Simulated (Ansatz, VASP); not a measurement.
BiTe3: VASP beside Ansatz

```xyz
4
Lattice="4.9122 0.0000 0.0000 0.0000 4.9122 0.0000 0.0000 0.0000 4.9122" Properties=species:S:1:pos:R:3 pbc="T T T"
Bi    0.0000    0.0000    0.0000
Te    0.0000    2.4561    2.4561
Te    2.4561    0.0000    2.4561
Te    2.4561    2.4561    0.0000
```

Alike in both runs: functional r2SCAN; k mesh 4 × 4 × 4; occupations gaussian, width 0.1 eV; no spin polarisation.

Ansatz relaxed the structure, and its values are those at the end. VASP's run is a single point on that final structure, the one shown.

|  | VASP | Ansatz |
| --- | --- | --- |
| version | VASP 6.6.1 | Ansatz 0.2.0 |
| potentials or method | VASP PAW PBE potentials, release 64 (Bi_d, Te), cutoff 520 eV | scalar-relativistic, plane waves, PAW |
| valence electrons in the cell | 33 | 63 |

```csv
,VASP,Ansatz,Ansatz less VASP
gap on the k mesh at the Fermi level (eV),none,none,-
pressure (GPa),-0.2,-0.1,+0.04
```

VASP's potentials were made for PBE, not for r2SCAN. A gap of «none» marks a metal or a gap that the smearing closes. With one functional, cell and mesh, what is left measures potentials, basis and numerics. VASP's potentials hold 33 valence electrons a cell and Ansatz's 63, so a difference there can come from the potentials and not from the codes.

Spin-orbit coupling is off throughout.
